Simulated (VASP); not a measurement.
# GaN (Fm-3m) in VASP: notebook

Runs on GaN. Level: r2SCAN. Tasks: single point.

Everything below comes from runs of VASP 6.6.1. Logs are shortened: lines on timing, memory, paths and dates and some standing lists are left out, and cuts for length are marked.

### 1 The cell of the first run

It takes space group Fm-3m (No. 225, cubic). The conventional cell has a = 4.217 Å, b = 4.217 Å, c = 4.217 Å, α = 90.00°, β = 90.00°, γ = 90.00°. Within 2.8 Å of Ga (site symmetry m-3m) lie 6 N at 2.11 Å. N (site symmetry m-3m) has 6 Ga at 2.11 Å within 2.8 Å.

### 2 Single point, r2SCAN

Input file POSCAR:

```
GaN
1.0
    0.0000000000      2.1085153661      2.1085153661
    2.1085153661      0.0000000000      2.1085153661
    2.1085153661      2.1085153661      0.0000000000
Ga N
1 1
Direct
    0.5000000000      0.5000000000      0.5000000000
    0.0000000000      0.0000000000      0.0000000000
```

Input file INCAR.step1:

```
PREC = Accurate
ENCUT = 520
ISMEAR = 0
SIGMA = 0.01
LREAL = False
LASPH = True
NELM = 80
NBANDS = 16
GGA = PE
ALGO = Normal
EDIFF = 1E-4
LWAVE = True
LCHARG = False
```

Input file INCAR.step2:

```
PREC = Accurate
ENCUT = 520
EDIFF = 1E-6
ISMEAR = 0
SIGMA = 0.01
LREAL = False
LASPH = True
NELM = 80
ALGO = Normal
ISIF = 2
LWAVE = False
LCHARG = False
METAGGA = R2SCAN
LMIXTAU = True
NBANDS = 16
ISTART = 1
```

Input file KPOINTS:

```
regular mesh
0
Gamma
  8 8 8
```

Potentials or basis: VASP PAW PBE potentials, release 64 (Ga_d, N).

On the command line:

```console
$ cat potpaw_PBE.64/Ga_d/POTCAR potpaw_PBE.64/N/POTCAR > POTCAR
$ cp INCAR.step1 INCAR
$ mpirun -np 1 vasp_std > vasp.out
$ cp INCAR.step2 INCAR
$ mpirun -np 1 vasp_std > vasp.out
```

OUTCAR:

```text
PREC = Accurate
   ENCUT = 520
   EDIFF = 1E-6
   ISMEAR = 0
   LREAL = False
   LASPH = True
   NELM = 80
   ISIF = 2
   METAGGA = R2SCAN
   ISTART = 1

 ion  position               nearest neighbor table
   1  0.500  0.500  0.500-   2 2.11   2 2.11   2 2.11   2 2.11   2 2.11   2 2.11
   2  0.000  0.000  0.000-   1 2.11   1 2.11   1 2.11   1 2.11   1 2.11   1 2.11

  LATTYP: Found a face centered cubic cell.
 ALAT       =     4.2170307322

  Lattice vectors:

 A1 = (   0.0000000000,   2.1085153661,   2.1085153661)
 A2 = (   2.1085153661,   0.0000000000,   2.1085153661)
 A3 = (   2.1085153661,   2.1085153661,   0.0000000000)

Analysis of symmetry for initial positions (statically):
=====================================================================
 Subroutine PRICEL returns:
 Original cell was already a primitive cell.

 Routine SETGRP: Setting up the symmetry group for a
 face centered cubic supercell.

 Subroutine GETGRP returns: Found 48 space group operations
 (whereof 48 operations were pure point group operations)
 out of a pool of 48 trial point group operations.

The static configuration has the point symmetry O_h .

Analysis of symmetry for dynamics (positions and initial velocities):
=====================================================================
 Subroutine PRICEL returns:
 Original cell was already a primitive cell.

 Routine SETGRP: Setting up the symmetry group for a
 face centered cubic supercell.

 Subroutine GETGRP returns: Found 48 space group operations
 (whereof 48 operations were pure point group operations)
 out of a pool of 48 trial point group operations.

The dynamic configuration has the point symmetry O_h .

 Subroutine INISYM returns: Found 48 space group operations
 (whereof 48 operations are pure point group operations),
 and found     1 'primitive' translations

----------------------------------------------------------------------------------------

                                     Primitive cell

  volume of cell :      18.7482

  direct lattice vectors                    reciprocal lattice vectors
     0.000000000  2.108515366  2.108515366    -0.237133676  0.237133676  0.237133676
     2.108515366  0.000000000  2.108515366     0.237133676 -0.237133676  0.237133676
     2.108515366  2.108515366  0.000000000     0.237133676  0.237133676 -0.237133676

  length of vectors
     2.981891027  2.981891027  2.981891027     0.410727575  0.410727575  0.410727575
[... 75 lines left out ...]
   ISPIN  =      1    spin polarized calculation?
   LNONCOLLINEAR =      F non collinear calculations
   LSORBIT =      F    spin-orbit coupling
   LASPH  =      T    aspherical Exc in radial PAW
   ENCUT  =  520.0 eV  38.22 Ry    6.18 a.u.   5.54  5.54  5.54*2*pi/ulx,y,z
   NELM   =     80;   NELMIN=  2; NELMDL=  0     # of ELM steps
   EDIFF  = 0.1E-05   stopping-criterion for ELM
   LREAL  =      F    real-space projection
   EDIFFG = 0.1E-04   stopping-criterion for IOM
   NSW    =      0    number of steps for IOM
   IBRION =     -1    ionic relax: 0-MD 1-quasi-New 2-CG
   NFREE  =      0    steps in history (QN), initial steepest desc. (CG)
   ISIF   =      2    stress and relaxation
   ISYM   =      2    0-nonsym 1-usesym 2-fastsym
   POTIM  = 0.5000    time-step for ionic-motion
   TEBEG  =    0.0;   TEEND  =   0.0 temperature during run
   PSTRESS=    0.0 pullay stress
   NELECT =      18.0000    total number of electrons
   NUPDOWN=      -1.0000    fix difference up-down
   EMIN   =  10.00;   EMAX   =-10.00  energy-range for DOS
   EFERMI =   0.00;   METHOD = LEGACY
   ISMEAR =     0;   SIGMA  =   0.01  broadening in eV -4-tet -1-fermi 0-gaus
   EFERMI_NEDOS =   21; number of points for ismear=-14 and -15
   IALGO  =     38    algorithm
   IMIX   =      4    mixing-type and parameters
     AMIX     =   0.40;   BMIX     =  1.00
     AMIX_MAG =   1.60;   BMIX_MAG =  1.00
  volume/ion in A,a.u.               =       9.37        63.26
  Fermi-wavevector in a.u.,A,eV,Ry     =   1.615024  3.051952 35.488097  2.608302
  Thomas-Fermi vector in A             =   2.709838
   LORBIT       =      0    0 simple, 1 ext, 2 COOP (PROOUT), +10 PAW based schemes
   METAGGA = R2SCAN    functional components
   LHFCALC =     F    Hartree Fock is set to
   AEXX    =    0.0000 exact exchange contribution
   IVDW    =     0    specifies the selected vdW correction
   LEPSILON=     F    determine dielectric tensor
   LRPA    =     F    only Hartree local field effects (RPA)
 non-spin polarized calculation
 Gauss-broadening in eV      SIGMA  =   0.01
  energy-cutoff  :      520.00
  volume of cell :       18.75
 maximum number of plane-waves:       531
 NGX is ok and might be reduce to    24
   NGX = 11   NGY = 11   NGZ = 11

 number of electron      18.0000008 magnetization

 Free energy of the ion-electron system (eV)
  ---------------------------------------------------
  ext. energy  EPLUGINS =         0.00000000
  ---------------------------------------------------
  free energy    TOTEN  =       -20.97502211 eV

  energy without entropy =      -20.97502211  energy(sigma->0) =      -20.97502211

 E-fermi :   7.7943     XC(G=0): -14.2191

 val. band max:        7.7271609527   @ k =  -0.2500   0.1250   0.0000
 cond. band min:       8.8955190596   @ k =   0.5000   0.5000   0.0000
 fundamental gap:      1.1683581069
 Fermi energy:         7.7943290908

 k-point     1 :       0.0000    0.0000    0.0000
  band No.  band energies     occupation
      1     -10.3885      2.00000
      2      -6.6383      2.00000
      3      -6.6383      2.00000
      4      -6.6383      2.00000
      5      -6.5687      2.00000
      6      -6.5687      2.00000
[... 433 lines left out ...]
      3      -6.6882      2.00000
      4      -6.5923      2.00000
      5      -6.4100      2.00000
      6      -5.2943      2.00000
[... 8 lines left out ...]
     15      27.7838      0.00000
     16      32.6169      0.00000

 [... further k-points ...]
[... 5 lines left out ...]
  --------------------------------------------------------------------------------------
  -------------------------------------------------------------------------------------
  Total        0.1520967      0.1520967      0.1520967     -0.0000000      0.0000000     -0.0000000
  in kB       12.9978035     12.9978035     12.9978035     -0.0000000      0.0000000     -0.0000000
  external PRESSURE =      12.9978035 kB  Pullay stress =       0.0000000 kB

 VOLUME and BASIS-vectors are now :
 -----------------------------------------------------------------------------
  energy-cutoff  :      520.00
  volume of cell :       18.75
      direct lattice vectors                 reciprocal lattice vectors
     0.000000000  2.108515366  2.108515366    -0.237133676  0.237133676  0.237133676
     2.108515366  0.000000000  2.108515366     0.237133676 -0.237133676  0.237133676
     2.108515366  2.108515366  0.000000000     0.237133676  0.237133676 -0.237133676

 POSITION                                       TOTAL-FORCE (eV/Angst)
 -----------------------------------------------------------------------------------
      2.10852      2.10852      2.10852        -0.000000      0.000000      0.000000
      0.00000      0.00000      0.00000         0.000000     -0.000000     -0.000000
 -----------------------------------------------------------------------------------
    total drift:                                0.000000     -0.000000      0.000000

  FREE ENERGIE OF THE ION-ELECTRON SYSTEM (eV)
  ---------------------------------------------------
  free  energy   TOTEN  =       -20.9750221087 eV

  energy  without entropy=      -20.9750221087  energy(sigma->0) =      -20.97502211
```

OUTCAR.step1:

```text
PREC = Accurate
   ENCUT = 520
   ISMEAR = 0
   LREAL = False
   LASPH = True
[... 678 lines left out ...]
      2.10852      2.10852      2.10852         0.000000     -0.000000      0.000000
      0.00000      0.00000      0.00000        -0.000000      0.000000     -0.000000
 -----------------------------------------------------------------------------------
    total drift:                                0.000000     -0.000000      0.000000

  FREE ENERGIE OF THE ION-ELECTRON SYSTEM (eV)
  ---------------------------------------------------
  free  energy   TOTEN  =       -11.1838356996 eV

  energy  without entropy=      -11.1838356996  energy(sigma->0) =      -11.18383570
```

OSZICAR.step1:

```text
N       E                     dE             d eps       ncg     rms          rms(c)
DAV:   1     0.746750054015E+02    0.74675E+02   -0.88023E+03  1032   0.216E+03
DAV:   2    -0.849815182056E+01   -0.83173E+02   -0.77996E+02  1072   0.322E+02
DAV:   3    -0.129795940958E+02   -0.44814E+01   -0.44660E+01  1056   0.632E+01
DAV:   4    -0.130170120103E+02   -0.37418E-01   -0.37416E-01  1096   0.615E+00
DAV:   5    -0.130174387877E+02   -0.42678E-03   -0.42678E-03  1160   0.606E-01    0.737E+00
DAV:   6    -0.112061866359E+02    0.18113E+01   -0.43604E+00  1312   0.400E+01    0.238E+00
DAV:   7    -0.111986158224E+02    0.75708E-02   -0.23239E-01  1080   0.517E+00    0.158E+00
DAV:   8    -0.111857029638E+02    0.12913E-01   -0.31708E-02  1080   0.217E+00    0.525E-01
DAV:   9    -0.111838243488E+02    0.18786E-02   -0.67128E-03  1080   0.195E+00    0.114E-01
DAV:  10    -0.111838356996E+02   -0.11351E-04   -0.55940E-04  1032   0.285E-01
   1 F= -.11183836E+02 E0= -.11183836E+02  d E =-.404566E-16
```

Run time: 87 s. Hardware: 1 thread of AMD EPYC 7R13, shared host; peak memory 0.11 GiB.

Results:

```
Free energy            : -20.9750 eV
Pressure               : 1.3 GPa
Band gap on the k mesh : 1.17 eV, indirect (least direct gap 3.41 eV)
```

Caveat: the PAW data sets were made with another functional, which shifts forces and pressure a little. A k mesh can miss the band edges.

### 3 Single point, r2SCAN (volume changed by +3%)

Input file POSCAR:

```
GaN
1.0
    0.0000000000      2.1293931136      2.1293931136
    2.1293931136      0.0000000000      2.1293931136
    2.1293931136      2.1293931136      0.0000000000
Ga N
1 1
Direct
    0.5000000000      0.5000000000      0.5000000000
    0.0000000000      0.0000000000      0.0000000000
```

Input file INCAR.step1:

```
SYSTEM = GaN
PREC = Accurate ; ENCUT = 520
ISMEAR = 0 ; SIGMA = 0.01
LREAL = .False. ; LASPH = .True.
NELM = 80 ; NBANDS = 16
GGA = PE ; ALGO = Normal
EDIFF = 1E-4 ; LWAVE = .True.
LCHARG = .False.
```

Input file INCAR.step2:

```
SYSTEM = GaN
PREC = Accurate ; ENCUT = 520
EDIFF = 1E-6 ; ISMEAR = 0
SIGMA = 0.01 ; LREAL = .False.
LASPH = .True. ; NELM = 80
ALGO = Normal ; ISIF = 2
LWAVE = .False. ; LCHARG = .True.
METAGGA = R2SCAN ; LMIXTAU = .True.
LELF = .True. ; LVHAR = .True.
NBANDS = 16 ; ISTART = 1
```

Input file KPOINTS:

```
Automatic mesh
0
Gamma
  8 8 8
  0 0 0
```

Potentials or basis: VASP PAW PBE potentials, release 64 (Ga_d, N).

On the command line:

```console
$ cat potpaw_PBE.64/Ga_d/POTCAR potpaw_PBE.64/N/POTCAR > POTCAR
$ cp INCAR.step1 INCAR
$ mpirun -np 1 vasp_std > vasp.out
$ cp INCAR.step2 INCAR
$ mpirun -np 1 vasp_std > vasp.out
```

Run time: 82 s. Hardware: 1 thread of AMD EPYC 7R13, shared host; peak memory 0.12 GiB.

Results (log left out):

```
Free energy            : -20.9674 eV
Pressure               : -5.7 GPa
Band gap on the k mesh : 0.97 eV, indirect (least direct gap 3.02 eV)
```

Levels at points of the mesh, in eV from the valence-band top:
```tsv
k point	band 7	band 8	band 9	band 10	band 11	band 12
(0.00, 0.00, 0.00)	-0.48	-0.48	-0.48	2.54	15.33	15.33
(0.50, 0.00, 0.00)	-8.21	-0.16	-0.16	5.28	9.69	9.69
(0.50, 0.50, 0.00)	-7.03	-3.02	-3.02	0.97	8.48	12.83
```

Caveat: the PAW data sets were made with another functional, which shifts forces and pressure a little.

### 4 Single point, r2SCAN (volume changed by +6%)

Input file POSCAR:

```
GaN
1.0
    0.0000000000      2.1498693035      2.1498693035
    2.1498693035      0.0000000000      2.1498693035
    2.1498693035      2.1498693035      0.0000000000
Ga N
1 1
Direct
    0.5000000000      0.5000000000      0.5000000000
    0.0000000000      0.0000000000      0.0000000000
```

Input file INCAR.step1:

```
SYSTEM = GaN
ALGO = Normal
EDIFF = 1E-4
ENCUT = 520
GGA = PE
ISMEAR = 0
LASPH = .TRUE.
LCHARG = .FALSE.
LREAL = .FALSE.
LWAVE = .TRUE.
NBANDS = 16
NELM = 60
PREC = Accurate
SIGMA = 0.01
```

Input file INCAR.step2:

```
SYSTEM = GaN
ALGO = Normal
EDIFF = 1E-6
ENCUT = 520
ISIF = 2
ISMEAR = 0
ISTART = 1
LASPH = .TRUE.
LCHARG = .FALSE.
LMIXTAU = .TRUE.
LREAL = .FALSE.
LWAVE = .FALSE.
METAGGA = R2SCAN
NBANDS = 16
NELM = 60
PREC = Accurate
SIGMA = 0.01
```

Input file KPOINTS:

```
k-points
0
G
  8 8 8
  0 0 0
```

On the command line:

```console
$ cat potpaw_PBE.64/Ga_d/POTCAR potpaw_PBE.64/N/POTCAR > POTCAR
$ cp INCAR.step1 INCAR
$ mpirun -np 1 vasp_std > vasp.out
$ cp INCAR.step2 INCAR
$ mpirun -np 1 vasp_std > vasp.out
```

It took 92 s on 1 thread of AMD EPYC 7R13, shared host; peak memory 0.12 GiB.

It converged, with:

- Free energy: -20.9369 eV
- Pressure: -11.6 GPa
- Band gap on the k mesh: 0.78 eV, indirect (least direct gap 2.66 eV)

Levels at points of the mesh, in eV from the valence-band top:
```tsv
k point	band 7	band 8	band 9	band 10	band 11	band 12
(0.00, 0.00, 0.00)	-0.45	-0.45	-0.45	2.20	15.16	15.16
(0.50, 0.00, 0.00)	-8.06	-0.16	-0.16	5.15	9.51	9.51
(0.50, 0.50, 0.00)	-6.82	-2.91	-2.91	0.78	8.45	12.52
```

Caveat: the PAW data sets were made with another functional, which shifts forces and pressure a little.

### 5 The runs side by side

| cell | gap on the mesh (eV) | pressure (GPa) |
| --- | --- | --- |
| a = 2.982 Å, angles 60.0°, 2 atoms | 1.17 | 1.3 |
| a = 3.011 Å, angles 60.0°, 2 atoms | 0.97 | -5.7 |
| a = 3.040 Å, angles 60.0°, 2 atoms | 0.78 | -11.6 |

Alike in all rows: task single point; level r2SCAN; potentials or basis VASP PAW PBE potentials, release 64 (Ga_d, N); no spin polarisation; k mesh 8 × 8 × 8; cutoff (eV) 520; smearing gaussian 0.01 eV.

Caveats: the PAW data sets were made with another functional, which shifts forces and pressure a little.

Absolute energies hang on the potentials; compare differences alone.
